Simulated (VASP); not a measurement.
Input of a VASP 6.6.1 run:

Contents of INCAR:

```
PREC = Accurate
ENCUT = 500
EDIFF = 1E-6
ISMEAR = 0
SIGMA = 0.1
LREAL = False
LASPH = True
NELM = 120
ALGO = Normal
ISIF = 2
LWAVE = False
LCHARG = True
GGA = PS
LELF = True
LVHAR = True
NBANDS = 36
GGA_COMPAT = False
```

Contents of KPOINTS:

```
regular mesh
0
Gamma
  8 5 5
```

Contents of POSCAR:

```
W
1.0
    2.8096620000      0.0000000000      0.0000000000
    0.0000000000      4.8638700000      0.0000000000
    0.0000000000      0.0000000000      4.9236950000
W
4
Direct
    0.7931720000      0.5631570000      0.2500000000
    0.2068280000      0.0631570000      0.2500000000
    0.2068280000      0.4368430000      0.7500000000
    0.7931720000      0.9368430000      0.7500000000
```

Potentials or basis: VASP PAW PBE potentials, release 64 (W_sv).

The run is started by

```console
$ cat potpaw_PBE.64/W_sv/POTCAR > POTCAR
$ mpirun -np 1 vasp_std > vasp.out
```

(1) Predict the pressure.

(2) Predict the band gap on the k mesh.

(3) Estimate the largest force.

## Answers

(1) -10.3 GPa.

(2) zero (bands 28 and 29 overlap by 1.29 eV).

(3) 0.037 eV/Å.

Caveat: the cell stands under tension; the PAW data sets were made with another functional, which shifts forces and pressure a little; spin-orbit coupling is left out, which moves the levels of the heavy elements.
